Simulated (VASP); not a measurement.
A run of VASP 6.6.1 is set up as follows.

The input POSCAR:

```
LiCl
1.0
    2.5561986330      2.5561986330      0.0000000000
   -2.5561986330      2.5561986330      0.0000000000
    0.0000000000      2.5561986330      2.5561986330
Li Cl
1 1
Direct
    0.0000000000      0.0000000000      0.0000000000
    0.5000000000      0.5000000000      0.0000000000
```

Contents of INCAR.step1:

```
SYSTEM = LiCl
PREC = Accurate
ENCUT = 600
ISMEAR = 0
SIGMA = 0.01
LREAL = .False.
LASPH = .True.
NELM = 80
GGA = PE
ALGO = Normal
EDIFF = 1E-4
LWAVE = .True.
LCHARG = .False.
```

The input INCAR.step2:

```
SYSTEM = LiCl
PREC = Accurate
ENCUT = 600
EDIFF = 1E-6
ISMEAR = 0
SIGMA = 0.01
LREAL = .False.
LASPH = .True.
NELM = 80
ALGO = Normal
ISIF = 3
LWAVE = .False.
LCHARG = .False.
METAGGA = R2SCAN
LMIXTAU = .True.
IBRION = 2
NSW = 100
EDIFFG = -0.002
PSTRESS = -20.0
ISTART = 1
```

The input KPOINTS:

```
regular mesh
0
Gamma
  8 8 8
  0 0 0
```

Potentials or basis: VASP PAW PBE potentials, release 64 (Li_sv, Cl).

Command:

```console
$ cat potpaw_PBE.64/Li_sv/POTCAR potpaw_PBE.64/Cl/POTCAR > POTCAR
$ cp INCAR.step1 INCAR
$ mpirun -np 1 vasp_std > vasp.out
$ cp INCAR.step2 INCAR
$ mpirun -np 1 vasp_std > vasp.out
```

Predict the relaxed cell.

a = 3.675 Å, b = 3.675 Å, c = 3.675 Å, α = 60.00°, β = 60.00°, γ = 90.00°.

Predict the relaxed volume.

17.54 Å³/atom.

Final structure:
```
Li Cl
1.0
     2.59844    2.59844    0.00000
    -2.59844    2.59844    0.00000
     0.00000    2.59844    2.59844
Li Cl
1 1
Direct
  0.00000 0.00000 0.00000
  0.50000 0.50000 0.00000
```

Caveat: the cutoff is under 1.25 times the usual one of these potentials, so pressure, stress and relaxed cells hold a basis-set (Pulay) error; the cell is relaxed towards a set pressure, so the run minimises the enthalpy, not the energy; the PAW data sets were made with another functional, which shifts forces and pressure a little. Zero-point motion and thermal expansion aren't in these numbers.
